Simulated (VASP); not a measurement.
A run of VASP 6.6.1:

POSCAR

```
Be2C
1.0
    0.0000000000      2.1650005600      2.1650005600
    2.1650005600      0.0000000000      2.1650005600
    2.1650005600      2.1650005600      0.0000000000
Be C
2 1
Direct
    0.2500000000      0.2500000000      0.2500000000
    0.7500000000      0.7500000000      0.7500000000
    0.0000000000      0.0000000000      0.0000000000
```

The input INCAR.step1:

```
ALGO = Normal ; EDIFF = 1E-5
ENCUT = 520 ; GGA = PE
GGA_COMPAT = F ; ISIF = 2
ISMEAR = 0 ; LASPH = T
LREAL = F ; LWAVE = T
NBANDS = 11 ; NELM = 120
PREC = Accurate ; SIGMA = 0.05
```

Contents of INCAR.step2:

```
ALGO = Normal ; EDIFF = 1E-6
ENCUT = 520 ; GGA = PE
GGA_COMPAT = F ; HFSCREEN = 0.2079
ISIF = 2 ; ISMEAR = 0
ISTART = 1 ; LASPH = T
LCHARG = T ; LELF = T
LHFCALC = T ; LREAL = F
LVHAR = T ; LWAVE = F
NBANDS = 11 ; NELM = 120
PREC = Accurate ; PRECFOCK = Normal
SIGMA = 0.05
```

The input KPOINTS:

```
k-points
0
Gamma
  6 6 6
```

Potentials or basis: VASP PAW PBE potentials, release 64 (Be, C).

Command:

```console
$ cat potpaw_PBE.64/Be/POTCAR potpaw_PBE.64/C/POTCAR > POTCAR
$ cp INCAR.step1 INCAR
$ mpirun -np 1 vasp_std > vasp.out
$ cp INCAR.step2 INCAR
$ mpirun -np 1 vasp_std > vasp.out
```

Hardware: 1 thread of AMD EPYC 7R13, on a shared host.

How long does it take, and how much memory?

Wall time 13 min on 1 thread of AMD EPYC 7R13, with other jobs on the host, peak memory 0.25 GiB. Counts: k points 16.
